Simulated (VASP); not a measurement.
FeO:

```
Fe O
1.0
     0.00000    2.16967    2.16967
     2.16967    0.00000    2.16967
     2.16967    2.16967    0.00000
Fe O
1 1
Cartesian
  0.0000 0.0000 0.0000
  2.1697 2.1697 2.1697
```

Base run:

| Property | Result |
| --- | --- |
| Program | VASP 6.6.1 |
| Functional | PBE |
| Potentials or basis | VASP PAW PBE potentials, release 64 (Fe, O) |
| Cutoff | 520 eV |
| k mesh | 11 × 11 × 11 |
| Occupations | fermi-dirac, width 0.05 eV |
| Spin | collinear spin, ferromagnetic start |
| Starting moments | [3.0, 0.0] μB |

Its results: band gap on the k mesh zero (filled and empty bands overlap); pressure -3.7 GPa; net moment 4.00 μB per cell; site moments Fe +3.62; O +0.30 μB.

Q: After a change of settings the same cell gave: band gap on the k mesh zero (filled and empty bands overlap); pressure -7.9 GPa; net moment 4.00 μB per cell; site moments Fe +3.62; O +0.30 μB. Which change was it?
A. functional from PBE to PBEsol; dispersion from none to D4
B. functional from PBE to revPBE
C. functional from PBE to r2SCANh; k mesh from 11 × 11 × 11 to 6 × 6 × 6
D. dispersion from none to D4

A: D.

Dispersion adds attraction, which lowers the pressure at fixed volume and, as a term added to the energy, leaves the levels alone.

Caveats: the cell stands under tension; a cell with one magnetic atom can't hold antiferromagnetic order, which such compounds often take; semilocal functionals often make such compounds metallic where correlation or magnetic order opens a gap, which also shifts bond lengths.
